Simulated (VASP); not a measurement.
# TiAl3 in VASP: settings compared

TiAl3 is run at these levels: PBEsol, PBE; tasks: single point.

Everything below comes from runs of VASP 6.6.1. Logs are shortened: lines on timing, memory, paths and dates and some standing lists are left out, and cuts for length are marked.

### Step 1. The cell of the first run

It takes space group I4/mmm (No. 139, tetragonal). The conventional cell has a = 3.897 Å, b = 3.897 Å, c = 8.729 Å, α = 90.00°, β = 90.00°, γ = 90.00°. Within 3.6 Å of Ti (site symmetry 4/mmm) lie 12 Al at 2.76 to 2.93 Å. Al (site symmetry -4m2) has 8 Al at 2.76 to 2.93 Å and 4 Ti at 2.93 Å within 3.6 Å. Al (site symmetry 4/mmm) has 4 Ti at 2.76 Å and 8 Al at 2.93 Å within 3.6 Å.

### Step 2. Single point, PBEsol (16.57 Å³/atom)

Input file INCAR:

```
PREC = Accurate ; ENCUT = 520
EDIFF = 1E-6 ; ISMEAR = -1
SIGMA = 0.05 ; LREAL = F
LASPH = T ; NELM = 100
ALGO = Fast ; ISIF = 2
LWAVE = F ; LCHARG = F
GGA = PS ; NBANDS = 18
```

Input file KPOINTS:

```
regular mesh
0
Gamma
  10 10 10
```

Input file POSCAR:

```
TiAl3
1.0
   -1.9485889690      1.9485889690      4.3646247916
    1.9485889690     -1.9485889690      4.3646247916
    1.9485889690      1.9485889690     -4.3646247916
Ti Al
1 3
Direct
    0.0000000000      0.0000000000      0.0000000000
    0.2500000000      0.7500000000      0.5000000000
    0.7500000000      0.2500000000      0.5000000000
    0.5000000000      0.5000000000      0.0000000000
```

Potentials or basis: VASP PAW PBE potentials, release 64 (Ti_sv, Al).

Run with:

```sh
$ cat potpaw_PBE.64/Ti_sv/POTCAR potpaw_PBE.64/Al/POTCAR > POTCAR
$ mpirun -np 1 vasp_std > vasp.out
```

OUTCAR:

```text
PREC = Accurate
   ENCUT = 520
   EDIFF = 1E-6
   ISMEAR = -1
   LREAL = F
   LASPH = T
   NELM = 100
   ISIF = 2
   GGA = PS

 ion  position               nearest neighbor table
   1  0.000  0.000  0.000-   4 2.76   4 2.76   4 2.76   4 2.76   3 2.93   3 2.93   2 2.93   2 2.93
                             3 2.93   2 2.93   3 2.93   2 2.93
   2  0.250  0.750  0.500-   3 2.76   3 2.76   3 2.76   3 2.76   1 2.93   1 2.93   4 2.93   4 2.93
                             4 2.93   1 2.93   4 2.93   1 2.93
   3  0.750  0.250  0.500-   2 2.76   2 2.76   2 2.76   2 2.76   4 2.93   4 2.93   1 2.93   1 2.93
                             4 2.93   1 2.93   4 2.93   1 2.93
   4  0.500  0.500  0.000-   1 2.76   1 2.76   1 2.76   1 2.76   2 2.93   2 2.93   3 2.93   3 2.93
                             3 2.93   2 2.93   3 2.93   2 2.93

  LATTYP: Found a body centered tetragonal cell.
 ALAT       =     3.8971779380
 C/A-ratio  =     2.2398899209

  Lattice vectors:

 A1 = (  -1.9485889690,   1.9485889690,   4.3646247916)
 A2 = (   1.9485889690,  -1.9485889690,   4.3646247916)
 A3 = (   1.9485889690,   1.9485889690,  -4.3646247916)

Analysis of symmetry for initial positions (statically):
=====================================================================
 Subroutine PRICEL returns:
 Original cell was already a primitive cell.

 Routine SETGRP: Setting up the symmetry group for a
 body centered tetragonal supercell.

 Subroutine GETGRP returns: Found 16 space group operations
 (whereof 16 operations were pure point group operations)
 out of a pool of 16 trial point group operations.

The static configuration has the point symmetry D_4h.

Analysis of symmetry for dynamics (positions and initial velocities):
=====================================================================
 Subroutine PRICEL returns:
 Original cell was already a primitive cell.

 Routine SETGRP: Setting up the symmetry group for a
 body centered tetragonal supercell.

 Subroutine GETGRP returns: Found 16 space group operations
 (whereof 16 operations were pure point group operations)
 out of a pool of 16 trial point group operations.

The dynamic configuration has the point symmetry D_4h.

 Subroutine INISYM returns: Found 16 space group operations
 (whereof 16 operations are pure point group operations),
 and found     1 'primitive' translations

----------------------------------------------------------------------------------------

                                     Primitive cell

  volume of cell :      66.2899

  direct lattice vectors                    reciprocal lattice vectors
    -1.948588969  1.948588969  4.364624792     0.000000000  0.256595931  0.114557384
     1.948588969 -1.948588969  4.364624792     0.256595931  0.000000000  0.114557384
     1.948588969  1.948588969 -4.364624792     0.256595931  0.256595931  0.000000000

  length of vectors
     5.161777553  5.161777553  5.161777553     0.281006879  0.281006879  0.362881445

  position of ions in fractional coordinates (direct lattice)
     0.000000000  0.000000000  0.000000000
     0.250000000  0.750000000  0.500000000
     0.750000000  0.250000000  0.500000000
     0.500000000  0.500000000  0.000000000

  ion indices of the primitive-cell ions
   primitive index   ion index
                 1           1
                 2           2
                 3           3
                 4           4

----------------------------------------------------------------------------------------

 KPOINTS: regular mesh

Automatic generation of k-mesh.
 Grid dimensions read from file:
 generate k-points for:   10   10   10

 Generating k-lattice:

  Cartesian coordinates                     Fractional coordinates (reciprocal lattice)
     0.000000000  0.025659593  0.011455738     0.100000000  0.000000000  0.000000000
     0.025659593  0.000000000  0.011455738     0.000000000  0.100000000  0.000000000
     0.025659593  0.025659593  0.000000000     0.000000000  0.000000000  0.100000000

  Length of vectors
     0.028100688  0.028100688  0.036288145

  Shift w.r.t. Gamma in fractional coordinates (k-lattice)
     0.000000000  0.000000000  0.000000000

 Subroutine IBZKPT returns following result:
 ===========================================

 Found    102 irreducible k-points:

 Following reciprocal coordinates:
            Coordinates               Weight
  0.000000  0.000000  0.000000      1.000000
  0.100000  0.000000  0.000000      8.000000
  0.200000  0.000000  0.000000      8.000000
  0.300000  0.000000 -0.000000      8.000000
  0.400000  0.000000  0.000000      8.000000
  0.500000  0.000000 -0.000000      4.000000
[... 16 lines left out ...]
  0.300000  0.300000 -0.000000      8.000000
  0.400000  0.300000 -0.000000     16.000000
 [... further k-points ...]
   k-points           NKPTS =    102   k-points in BZ     NKDIM =    102   number of bands    NBANDS=     18
   number of dos      NEDOS =    301   number of ions     NIONS =      4
   total plane-waves  NPLWV =  64000
   dimension x,y,z NGX =    40 NGY =   40 NGZ =   40
   dimension x,y,z NGXF=    80 NGYF=   80 NGZF=   80
   ions per type =               1   3
   NGX,Y,Z   is equivalent  to a cutoff of  12.88, 12.88, 12.88 a.u.
   NGXF,Y,Z  is equivalent  to a cutoff of  25.77, 25.77, 25.77 a.u.
 SYSTEM =  unknown system
   PREC   = accura    normal or accurate (medium, high low for compatibility)
   ISTART =      0    job   : 0-new  1-cont  2-samecut
   ICHARG =      2    charge: 1-file 2-atom 10-const
   ISPIN  =      1    spin polarized calculation?
   LNONCOLLINEAR =      F non collinear calculations
   LSORBIT =      F    spin-orbit coupling
   LASPH  =      T    aspherical Exc in radial PAW
   ENCUT  =  520.0 eV  38.22 Ry    6.18 a.u.   9.60  9.60  9.60*2*pi/ulx,y,z
   NELM   =    100;   NELMIN=  2; NELMDL= -5     # of ELM steps
   EDIFF  = 0.1E-05   stopping-criterion for ELM
   LREAL  =      F    real-space projection
[... 7 lines left out ...]
   TEBEG  =    0.0;   TEEND  =   0.0 temperature during run
   PSTRESS=    0.0 pullay stress
   NELECT =      21.0000    total number of electrons
   NUPDOWN=      -1.0000    fix difference up-down
   EMIN   =  10.00;   EMAX   =-10.00  energy-range for DOS
   EFERMI =   0.00;   METHOD = LEGACY
   ISMEAR =    -1;   SIGMA  =   0.05  broadening in eV -4-tet -1-fermi 0-gaus
   EFERMI_NEDOS =   21; number of points for ismear=-14 and -15
   IALGO  =     68    algorithm
   IMIX   =      4    mixing-type and parameters
     AMIX     =   0.40;   BMIX     =  1.00
     AMIX_MAG =   1.60;   BMIX_MAG =  1.00
  volume/ion in A,a.u.               =      16.57       111.84
  Fermi-wavevector in a.u.,A,eV,Ry     =   1.116003  2.108940 16.945557  1.245463
  Thomas-Fermi vector in A             =   2.252613
   LORBIT       =      0    0 simple, 1 ext, 2 COOP (PROOUT), +10 PAW based schemes
   GGA     = PS    functional components
   LHFCALC =     F    Hartree Fock is set to
   AEXX    =    0.0000 exact exchange contribution
   IVDW    =     0    specifies the selected vdW correction
   LEPSILON=     F    determine dielectric tensor
   LRPA    =     F    only Hartree local field effects (RPA)
 non-spin polarized calculation
 RMM-DIIS sequential band-by-band and
  energy-cutoff  :      520.00
  volume of cell :       66.29
 maximum number of plane-waves:      1806
 NGX is ok and might be reduce to    40
   NGX = 19   NGY = 19   NGZ = 19

 number of electron      21.0000001 magnetization

 Free energy of the ion-electron system (eV)
  ---------------------------------------------------
  ext. energy  EPLUGINS =         0.00000000
  ---------------------------------------------------
  free energy    TOTEN  =       -22.15718259 eV

  energy without entropy =      -22.14294210  energy(sigma->0) =      -22.15006235

 E-fermi :   7.7033     XC(G=0): -10.6442

 val. band max:        7.6997618940   @ k =  -0.3000  -0.3000   0.2000
 cond. band min:       7.7058405341   @ k =   0.2000   0.0000   0.0000
 fundamental gap:      0.0060786401
 Fermi energy:         7.7032751243

 k-point     1 :       0.0000    0.0000    0.0000
  band No.  band energies     occupation
      1     -48.6626      2.00000
      2     -25.0678      2.00000
      3     -25.0678      2.00000
      4     -24.9899      2.00000
      5      -2.1005      2.00000
      6       4.8931      2.00000
[... 10 lines left out ...]
     17      11.2880      0.00000
     18      11.2889      0.00000

 k-point     2 :       0.1000    0.0000    0.0000
  band No.  band energies     occupation
      1     -48.6625      2.00000
      2     -25.0700      2.00000
      3     -25.0677      2.00000
      4     -24.9898      2.00000
      5      -1.9807      2.00000
      6       4.4639      2.00000
[... 10 lines left out ...]
     17      11.3339      0.00000
     18      11.9882      0.00000

 k-point     3 :       0.2000    0.0000    0.0000
  band No.  band energies     occupation
      1     -48.6623      2.00000
      2     -25.0754      2.00000
      3     -25.0673      2.00000
      4     -24.9895      2.00000
      5      -1.6244      2.00000
      6       3.9217      2.00000
[... 10 lines left out ...]
     17      11.6214      0.00000
     18      13.0830      0.00000

 k-point     4 :       0.3000    0.0000   -0.0000
  band No.  band energies     occupation
      1     -48.6620      2.00000
      2     -25.0822      2.00000
      3     -25.0669      2.00000
      4     -24.9892      2.00000
      5      -1.0420      2.00000
      6       3.0387      2.00000
[... 375 lines left out ...]
      4     -24.9888      2.00000
      5      -1.3098      2.00000
      6       4.7952      2.00000
[... 10 lines left out ...]
     17      11.6063      0.00000
     18      13.3166      0.00000

 k-point    23 :       0.3000    0.3000   -0.0000
  band No.  band energies     occupation
      1     -48.6613      2.00000
      2     -25.0809      2.00000
      3     -25.0804      2.00000
      4     -24.9883      2.00000
      5       0.2670      2.00000
      6       2.7529      2.00000
[... 10 lines left out ...]
     17      12.9974      0.00000
     18      13.5596      0.00000

 k-point    24 :       0.4000    0.3000   -0.0000
  band No.  band energies     occupation
      1     -48.6611      2.00000
      2     -25.0859      2.00000
      3     -25.0800      2.00000
      4     -24.9878      2.00000
      5       1.0644      2.00000
      6       2.1589      2.00000
[... 10 lines left out ...]
     17      12.2342      0.00000
     18      13.4548      0.00000

 [... further k-points ...]

------------------------ aborting loop because EDIFF is reached ----------------------------------------

  FORCE on cell =-STRESS in cart. coord.  units (eV):
  Direction    XX          YY          ZZ          XY          YZ          ZX
  --------------------------------------------------------------------------------------
  -------------------------------------------------------------------------------------
  Total       -2.5565538     -2.5565538     -2.4625156      0.0000000     -0.0000000      0.0000000
  in kB      -61.7899901    -61.7899901    -59.5171576      0.0000000     -0.0000000      0.0000000
  external PRESSURE =     -61.0323793 kB  Pullay stress =       0.0000000 kB

 VOLUME and BASIS-vectors are now :
 -----------------------------------------------------------------------------
  energy-cutoff  :      520.00
  volume of cell :       66.29
      direct lattice vectors                 reciprocal lattice vectors
    -1.948588969  1.948588969  4.364624792     0.000000000  0.256595931  0.114557384
     1.948588969 -1.948588969  4.364624792     0.256595931  0.000000000  0.114557384
     1.948588969  1.948588969 -4.364624792     0.256595931  0.256595931  0.000000000

 POSITION                                       TOTAL-FORCE (eV/Angst)
 -----------------------------------------------------------------------------------
      0.00000      0.00000      0.00000        -0.000000     -0.000000      0.000000
      1.94859      0.00000      2.18231         0.000000     -0.000000     -0.000000
      0.00000      1.94859      2.18231        -0.000000      0.000000     -0.000000
      0.00000      0.00000      4.36462        -0.000000     -0.000000      0.000000
 -----------------------------------------------------------------------------------
    total drift:                               -0.000000     -0.000000      0.000000

  FREE ENERGIE OF THE ION-ELECTRON SYSTEM (eV)
  ---------------------------------------------------
  free  energy   TOTEN  =       -22.1571825946 eV

  energy  without entropy=      -22.1429421041  energy(sigma->0) =      -22.15006235
```

It took 10 min on 1 thread of Intel Xeon Platinum 8488C (Sapphire Rapids), shared host; peak memory 0.31 GiB.

Results:

```yaml
Free_energy: -22.1572 eV
Pressure: -6.1 GPa
Band_gap_on_the_k_mesh: zero (an odd number of electrons rules out a gap without spin polarisation)
```

Stress tensor (GPa, compression positive):
```
-6.18  0.00  0.00
 0.00 -6.18  0.00
 0.00  0.00 -5.95
```

Caveat: the cell stands under tension; the PAW data sets were made with another functional, which shifts forces and pressure a little.

### Step 3. Single point, PBE (atoms moved at random)

Input file INCAR:

```
  ALGO = Fast
  EDIFF = 1E-7
  ENCUT = 520
  GGA = PE
  ISIF = 2
  ISMEAR = -1
  LASPH = T
  LCHARG = F
  LREAL = F
  LWAVE = F
  NBANDS = 18
  NELM = 100
  PREC = Accurate
  SIGMA = 0.05
```

Input file KPOINTS:

```
k-points
0
Gamma
  10 10 10
```

Input file POSCAR:

```
TiAl3
1.0
   -1.9111067713      1.9111067713      4.2806687947
    1.9111067713     -1.9111067713      4.2806687947
    1.9111067713      1.9111067713     -4.2806687947
Ti Al
1 3
Direct
   -0.0096190000      0.0003760000     -0.0047860000
    0.2566370000      0.7534730000      0.5188220000
    0.7460380000      0.2426830000      0.4969250000
    0.5028580000      0.4875310000      0.0001400000
```

Potentials or basis: VASP PAW PBE potentials, release 64 (Ti_sv, Al).

Run with:

```sh
$ cat potpaw_PBE.64/Ti_sv/POTCAR potpaw_PBE.64/Al/POTCAR > POTCAR
$ mpirun -np 1 vasp_std > vasp.out
```

Wall time 53 min (1 thread of Intel Xeon Platinum 8488C (Sapphire Rapids), shared host); peak memory 0.66 GiB.

It converged, with:

```
Free energy            : -20.6277 eV
Pressure               : 2.3 GPa
Largest force          : 0.631 eV/Å
Band gap on the k mesh : zero (an odd number of electrons rules out a gap without spin polarisation)
```

Forces on the atoms (eV/Å):
```
Ti  -0.257  0.563 -0.125
Al  -0.290 -0.324  0.051
Al   0.208  0.157  0.051
Al   0.338 -0.396  0.024
```

Stress tensor (GPa, compression positive):
```
 2.41 -0.03  0.18
-0.03  2.38 -0.20
 0.18 -0.20  2.07
```

Levels at points of the mesh, in eV from the Fermi level:
| k point | band 8 | band 9 | band 10 | band 11 | band 12 | band 13 | band 14 | band 15 |
| --- | --- | --- | --- | --- | --- | --- | --- | --- |
| (0.00, 0.00, 0.00) | -1.41 | -1.23 | -1.22 | 0.82 | 1.76 | 1.78 | 2.23 | 2.46 |
| (0.50, 0.00, 0.00) | -2.95 | -1.03 | -0.28 | 0.51 | 1.82 | 2.00 | 2.73 | 3.21 |
| (0.00, 0.50, 0.00) | -2.96 | -1.08 | -0.24 | 0.51 | 1.82 | 2.21 | 2.73 | 3.13 |
| (0.00, 0.50, 0.50) | -2.96 | -1.08 | -0.24 | 0.51 | 1.82 | 2.20 | 2.73 | 3.16 |
| (0.50, 0.00, 0.50) | -2.95 | -1.03 | -0.28 | 0.52 | 1.82 | 2.00 | 2.73 | 3.19 |
| (0.50, 0.50, 0.00) | -3.76 | -2.71 | -2.21 | -0.99 | 1.78 | 1.97 | 2.70 | 2.84 |
| (0.00, 0.00, 0.50) | -3.77 | -2.71 | -2.20 | -0.99 | 1.78 | 1.97 | 2.70 | 2.84 |
| (0.50, 0.50, 0.50) | -0.93 | -0.91 | -0.23 | 0.71 | 0.72 | 0.96 | 3.08 | 4.76 |

Caveat: the cell differs from its parent crystal (atoms moved at random).
